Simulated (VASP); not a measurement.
# CaSe (P-3m1) in VASP: single point with PBE

Aim: the single point of CaSe with PBE.

All numbers are computed with VASP 6.6.1; they aren't measurements. Logs are shortened: lines on timing, memory, paths and dates and some standing lists are left out, and cuts for length are marked.

### 1 The cell of the first run

The structure is trigonal, space group P-3m1 (No. 164). Conventional cell: a = 4.151 Å, b = 4.151 Å, c = 25.037 Å, α = 90.00°, β = 90.00°, γ = 120.00°. Ca (site symmetry -3m) has 6 Se at 2.96 Å within 3.9 Å. Within 4.4 Å of Ca (site symmetry 3m) lie 6 Se at 3.01 Å and 12 Ca at 4.15 to 4.37 Å. Within 4.4 Å of Ca (site symmetry 3m) lie 6 Se at 3.01 Å and 12 Ca at 4.15 to 4.37 Å. Within 3.9 Å of Ca (site symmetry 3m) lie 6 Se at 2.96 Å. Within 3.9 Å of Se (site symmetry 3m) lie 6 Ca at 2.96 to 3.01 Å and 1 Se at 3.65 Å. Within 4.2 Å of Se (site symmetry 3m) lie 6 Ca at 3.01 Å and 8 Se at 3.65 to 4.15 Å. Within 3.9 Å of Se (site symmetry 3m) lie 6 Ca at 2.96 to 3.01 Å and 1 Se at 3.65 Å. Se (site symmetry -3m) has 6 Ca at 2.96 Å within 3.9 Å.

### 2 Single point, PBE

The input, INCAR:

```
ALGO = Normal
EDIFF = 1E-6
ENCUT = 520
GGA = PE
ISIF = 2
ISMEAR = 0
LASPH = True
LCHARG = False
LREAL = False
LWAVE = False
NBANDS = 69
NELM = 60
PREC = Accurate
SIGMA = 0.02
```

The input, KPOINTS:

```
k-points
0
Gamma
  9 9 2
```

The input, POSCAR:

```
CaSe
1.0
    4.1509202507      0.0000000000      0.0000000000
   -2.0754601253      3.5948023862      0.0000000000
    0.0000000000      0.0000000000     25.0371392968
Ca Se
7 7
Direct
    0.0000000000      0.0000000000      0.0000000000
    0.3333333333      0.6666666667      0.1422658249
    0.0000000000      0.0000000000      0.2883047847
    0.3333333333      0.6666666667      0.4306333951
    0.6666666667      0.3333333333      0.5693666049
    0.0000000000      0.0000000000      0.7116952153
    0.6666666667      0.3333333333      0.8577341751
    0.6666666667      0.3333333333      0.0695250019
    0.6666666667      0.3333333333      0.2152760538
    0.6666666667      0.3333333333      0.3610381991
    0.0000000000      0.0000000000      0.5000000000
    0.3333333333      0.6666666667      0.6389618009
    0.3333333333      0.6666666667      0.7847239462
    0.3333333333      0.6666666667      0.9304749981
```

Potentials or basis: VASP PAW PBE potentials, release 64 (Ca_sv, Se).

On the command line:

```
$ cat potpaw_PBE.64/Ca_sv/POTCAR potpaw_PBE.64/Se/POTCAR > POTCAR
$ mpirun -np 1 vasp_std > vasp.out
```

OUTCAR:

```text
EDIFF = 1E-6
   ENCUT = 520
   GGA = PE
   ISIF = 2
   ISMEAR = 0
   LASPH = True
   LREAL = False
   NELM = 60
   PREC = Accurate

 ion  position               nearest neighbor table
   1  0.000  0.000  0.000-   8 2.96  14 2.96  14 2.96   8 2.96   8 2.96  14 2.96
   2  0.333  0.667  0.142-
   3  0.000  0.000  0.288-
   4  0.333  0.667  0.431-  11 2.96  11 2.96  11 2.96  10 2.96  10 2.96  10 2.96
   5  0.667  0.333  0.569-  11 2.96  11 2.96  11 2.96  12 2.96  12 2.96  12 2.96
   6  0.000  0.000  0.712-
   7  0.667  0.333  0.858-
   8  0.667  0.333  0.070-   1 2.96   1 2.96   1 2.96
   9  0.667  0.333  0.215-
  10  0.667  0.333  0.361-   4 2.96   4 2.96   4 2.96
  11  0.000  0.000  0.500-   4 2.96   5 2.96   4 2.96   5 2.96   5 2.96   4 2.96
  12  0.333  0.667  0.639-   5 2.96   5 2.96   5 2.96
  13  0.333  0.667  0.785-
  14  0.333  0.667  0.930-   1 2.96   1 2.96   1 2.96

  LATTYP: Found a hexagonal cell.
 ALAT       =     4.1509202507
 C/A-ratio  =     6.0317080996

  Lattice vectors:

 A1 = (   4.1509202507,   0.0000000000,   0.0000000000)
 A2 = (  -2.0754601253,   3.5948023862,   0.0000000000)
 A3 = (   0.0000000000,   0.0000000000,  25.0371392968)

Analysis of symmetry for initial positions (statically):
=====================================================================
 Subroutine PRICEL returns:
 Original cell was already a primitive cell.

 Routine SETGRP: Setting up the symmetry group for a
 hexagonal supercell.

 Subroutine GETGRP returns: Found 12 space group operations
 (whereof 12 operations were pure point group operations)
 out of a pool of 24 trial point group operations.

The static configuration has the point symmetry D_3d.

Analysis of symmetry for dynamics (positions and initial velocities):
=====================================================================
 Subroutine PRICEL returns:
 Original cell was already a primitive cell.

 Routine SETGRP: Setting up the symmetry group for a
 hexagonal supercell.

 Subroutine GETGRP returns: Found 12 space group operations
 (whereof 12 operations were pure point group operations)
 out of a pool of 24 trial point group operations.

The dynamic configuration has the point symmetry D_3d.

 Subroutine INISYM returns: Found 12 space group operations
 (whereof 12 operations are pure point group operations),
 and found     1 'primitive' translations

----------------------------------------------------------------------------------------

                                     Primitive cell

  volume of cell :     373.5976

  direct lattice vectors                    reciprocal lattice vectors
     4.150920251  0.000000000  0.000000000     0.240910434  0.139089704  0.000000000
    -2.075460125  3.594802386  0.000000000     0.000000000  0.278179408  0.000000000
     0.000000000  0.000000000 25.037139297     0.000000000  0.000000000  0.039940665

  length of vectors
     4.150920251  4.150920251 25.037139297     0.278179408  0.278179408  0.039940665

  position of ions in fractional coordinates (direct lattice)
     0.000000000  0.000000000  0.000000000
     0.333333333  0.666666667  0.142265825
     0.000000000  0.000000000  0.288304785
     0.333333333  0.666666667  0.430633395
     0.666666667  0.333333333  0.569366605
     0.000000000  0.000000000  0.711695215
     0.666666667  0.333333333  0.857734175
     0.666666667  0.333333333  0.069525002
     0.666666667  0.333333333  0.215276054
     0.666666667  0.333333333  0.361038199
     0.000000000  0.000000000  0.500000000
     0.333333333  0.666666667  0.638961801
     0.333333333  0.666666667  0.784723946
     0.333333333  0.666666667  0.930474998

  ion indices of the primitive-cell ions
   primitive index   ion index
                 1           1
                 2           2
                 3           3
                 4           4
                 5           5
                 6           6
                 7           7
                 8           8
                 9           9
                10          10
                11          11
                12          12
                13          13
                14          14

----------------------------------------------------------------------------------------

 KPOINTS: k-points

Automatic generation of k-mesh.
 Grid dimensions read from file:
 generate k-points for:    9    9    2

 Generating k-lattice:

  Cartesian coordinates                     Fractional coordinates (reciprocal lattice)
     0.026767826  0.015454412  0.000000000     0.111111111  0.000000000  0.000000000
     0.000000000  0.030908823  0.000000000     0.000000000  0.111111111  0.000000000
     0.000000000  0.000000000  0.019970333     0.000000000  0.000000000  0.500000000

  Length of vectors
     0.030908823  0.030908823  0.019970333

  Shift w.r.t. Gamma in fractional coordinates (k-lattice)
     0.000000000  0.000000000  0.000000000

 Subroutine IBZKPT returns following result:
 ===========================================

 Found     24 irreducible k-points:

 Following reciprocal coordinates:
            Coordinates               Weight
  0.000000  0.000000  0.000000      1.000000
  0.111111  0.000000  0.000000      6.000000
  0.222222  0.000000  0.000000      6.000000
  0.333333  0.000000  0.000000      6.000000
  0.444444  0.000000  0.000000      6.000000
  0.111111  0.111111  0.000000      6.000000
[... 16 lines left out ...]
  0.333333  0.222222  0.500000     12.000000
  0.333333  0.333333  0.500000      2.000000
   k-points           NKPTS =     24   k-points in BZ     NKDIM =     24   number of bands    NBANDS=     69
   number of dos      NEDOS =    301   number of ions     NIONS =     14
   total plane-waves  NPLWV = 196608
   dimension x,y,z NGX =    32 NGY =   32 NGZ =  192
   dimension x,y,z NGXF=    64 NGYF=   64 NGZF=  384
   ions per type =               7   7
   NGX,Y,Z   is equivalent  to a cutoff of  12.82, 12.82, 12.75 a.u.
   NGXF,Y,Z  is equivalent  to a cutoff of  25.63, 25.63, 25.50 a.u.
 SYSTEM =  unknown system
   PREC   = accura    normal or accurate (medium, high low for compatibility)
   ISTART =      0    job   : 0-new  1-cont  2-samecut
   ICHARG =      2    charge: 1-file 2-atom 10-const
   ISPIN  =      1    spin polarized calculation?
   LNONCOLLINEAR =      F non collinear calculations
   LSORBIT =      F    spin-orbit coupling
   LASPH  =      T    aspherical Exc in radial PAW
   ENCUT  =  520.0 eV  38.22 Ry    6.18 a.u.   7.72  7.72 46.55*2*pi/ulx,y,z
   NELM   =     60;   NELMIN=  2; NELMDL= -5     # of ELM steps
   EDIFF  = 0.1E-05   stopping-criterion for ELM
   LREAL  =      F    real-space projection
   EDIFFG = 0.1E-04   stopping-criterion for IOM
   NSW    =      0    number of steps for IOM
   IBRION =     -1    ionic relax: 0-MD 1-quasi-New 2-CG
   NFREE  =      0    steps in history (QN), initial steepest desc. (CG)
   ISIF   =      2    stress and relaxation
   ISYM   =      2    0-nonsym 1-usesym 2-fastsym
   POTIM  = 0.5000    time-step for ionic-motion
   TEBEG  =    0.0;   TEEND  =   0.0 temperature during run
   PSTRESS=    0.0 pullay stress
   NELECT =     112.0000    total number of electrons
   NUPDOWN=      -1.0000    fix difference up-down
   EMIN   =  10.00;   EMAX   =-10.00  energy-range for DOS
   EFERMI =   0.00;   METHOD = LEGACY
   ISMEAR =     0;   SIGMA  =   0.02  broadening in eV -4-tet -1-fermi 0-gaus
   EFERMI_NEDOS =   21; number of points for ismear=-14 and -15
   IALGO  =     38    algorithm
   IMIX   =      4    mixing-type and parameters
     AMIX     =   0.40;   BMIX     =  1.00
     AMIX_MAG =   1.60;   BMIX_MAG =  1.00
  volume/ion in A,a.u.               =      26.69       180.08
  Fermi-wavevector in a.u.,A,eV,Ry     =   1.095669  2.070515 16.333673  1.200491
  Thomas-Fermi vector in A             =   2.231997
   LORBIT       =      0    0 simple, 1 ext, 2 COOP (PROOUT), +10 PAW based schemes
   GGA     = PE    functional components
   LHFCALC =     F    Hartree Fock is set to
   AEXX    =    0.0000 exact exchange contribution
   IVDW    =     0    specifies the selected vdW correction
   LEPSILON=     F    determine dielectric tensor
   LRPA    =     F    only Hartree local field effects (RPA)
 non-spin polarized calculation
 Gauss-broadening in eV      SIGMA  =   0.02
  energy-cutoff  :      520.00
  volume of cell :      373.60
 maximum number of plane-waves:     10119
 NGX is ok and might be reduce to    32
   NGX = 15   NGY = 15   NGZ = 93

 number of electron     112.0000000 magnetization

 Free energy of the ion-electron system (eV)
  ---------------------------------------------------
  ext. energy  EPLUGINS =         0.00000000
  ---------------------------------------------------
  free energy    TOTEN  =       -65.30212999 eV

  energy without entropy =      -65.30212999  energy(sigma->0) =      -65.30212999

 E-fermi :   2.6858     XC(G=0):  -9.0071

 val. band max:        2.4694484903   @ k =   0.0000   0.0000   0.0000
 cond. band min:       4.3305542206   @ k =   0.4444   0.0000   0.0000
 fundamental gap:      1.8611057304
 Fermi energy:         2.6858105451

 k-point     1 :       0.0000    0.0000    0.0000
  band No.  band energies     occupation
      1     -37.7631      2.00000
      2     -37.7630      2.00000
      3     -37.7606      2.00000
      4     -37.7606      2.00000
      5     -37.3807      2.00000
      6     -37.3686      2.00000
[... 60 lines left out ...]
     67       6.4145      0.00000
     68       6.4366      0.00000

 k-point     2 :       0.1111    0.0000    0.0000
  band No.  band energies     occupation
      1     -37.7625      2.00000
      2     -37.7625      2.00000
      3     -37.7601      2.00000
      4     -37.7601      2.00000
      5     -37.3801      2.00000
      6     -37.3680      2.00000
[... 60 lines left out ...]
     67       6.4491      0.00000
     68       6.5581      0.00000

 k-point     3 :       0.2222    0.0000    0.0000
  band No.  band energies     occupation
      1     -37.7610      2.00000
      2     -37.7610      2.00000
      3     -37.7588      2.00000
      4     -37.7588      2.00000
      5     -37.3787      2.00000
      6     -37.3663      2.00000
[... 1480 lines left out ...]
     67       7.3736      0.00000
     68       7.3874      0.00000

 k-point    24 :       0.3333    0.3333    0.5000
  band No.  band energies     occupation
      1     -37.7575      2.00000
      2     -37.7575      2.00000
      3     -37.7558      2.00000
      4     -37.7558      2.00000
      5     -37.3752      2.00000
      6     -37.3616      2.00000
[... 60 lines left out ...]
     67       7.3369      0.00000
     68       7.3809      0.00000
 [bands above 68 left out]

------------------------ aborting loop because EDIFF is reached ----------------------------------------

  FORCE on cell =-STRESS in cart. coord.  units (eV):
  Direction    XX          YY          ZZ          XY          YZ          ZX
  --------------------------------------------------------------------------------------
  -------------------------------------------------------------------------------------
  Total        0.3502808      0.3502808      0.3976085      0.0000000     -0.0000000     -0.0000000
  in kB        1.5021830      1.5021830      1.7051480      0.0000000     -0.0000000     -0.0000000
  external PRESSURE =       1.5698380 kB  Pullay stress =       0.0000000 kB

 VOLUME and BASIS-vectors are now :
 -----------------------------------------------------------------------------
  energy-cutoff  :      520.00
  volume of cell :      373.60
      direct lattice vectors                 reciprocal lattice vectors
     4.150920251  0.000000000  0.000000000     0.240910434  0.139089704  0.000000000
    -2.075460125  3.594802386  0.000000000     0.000000000  0.278179408  0.000000000
     0.000000000  0.000000000 25.037139297     0.000000000  0.000000000  0.039940665

 POSITION                                       TOTAL-FORCE (eV/Angst)
 -----------------------------------------------------------------------------------
      0.00000      0.00000      0.00000        -0.000000      0.000000      0.000000
     -0.00000      2.39653      3.56193         0.000000      0.000000     -0.003092
      0.00000      0.00000      7.21833         0.000000      0.000000      0.000505
     -0.00000      2.39653     10.78183        -0.000000      0.000000      0.000145
      2.07546      1.19827     14.25531         0.000000      0.000000     -0.000145
      0.00000      0.00000     17.81881        -0.000000     -0.000000     -0.000505
      2.07546      1.19827     21.47521         0.000000     -0.000000      0.003092
      2.07546      1.19827      1.74071        -0.000000      0.000000      0.004616
      2.07546      1.19827      5.38990        -0.000000     -0.000000      0.001083
      2.07546      1.19827      9.03936        -0.000000      0.000000     -0.001465
      0.00000      0.00000     12.51857        -0.000000      0.000000      0.000000
     -0.00000      2.39653     15.99778        -0.000000      0.000000      0.001465
     -0.00000      2.39653     19.64724        -0.000000      0.000000     -0.001083
     -0.00000      2.39653     23.29643         0.000000      0.000000     -0.004616
 -----------------------------------------------------------------------------------
    total drift:                               -0.000000      0.000000      0.000000

  FREE ENERGIE OF THE ION-ELECTRON SYSTEM (eV)
  ---------------------------------------------------
  free  energy   TOTEN  =       -65.3021299888 eV

  energy  without entropy=      -65.3021299888  energy(sigma->0) =      -65.30212999
```

Run time: 14 min. Hardware: 1 thread of Intel Xeon Platinum 8259CL at 2.50GHz (Skylake/Cascade Lake), shared host; peak memory 0.74 GiB.

What came out:

| Quantity | Value |
| --- | --- |
| Free energy | -65.3021 eV |
| Pressure | 0.2 GPa |
| Largest force | 0.005 eV/Å |
| Band gap on the k mesh | 1.86 eV (least direct gap 2.34 eV) |

Forces in eV/Å, atoms in the order of the input:
```
Ca   0.000  0.000  0.000
Ca   0.000  0.000 -0.003
Ca   0.000  0.000  0.001
Ca   0.000  0.000  0.000
Ca   0.000  0.000  0.000
Ca   0.000  0.000 -0.001
Ca   0.000  0.000  0.003
Se   0.000  0.000  0.005
Se   0.000  0.000  0.001
Se   0.000  0.000 -0.001
Se   0.000  0.000  0.000
Se   0.000  0.000  0.001
Se   0.000  0.000 -0.001
Se   0.000  0.000 -0.005
```

A k mesh can miss the band edges.
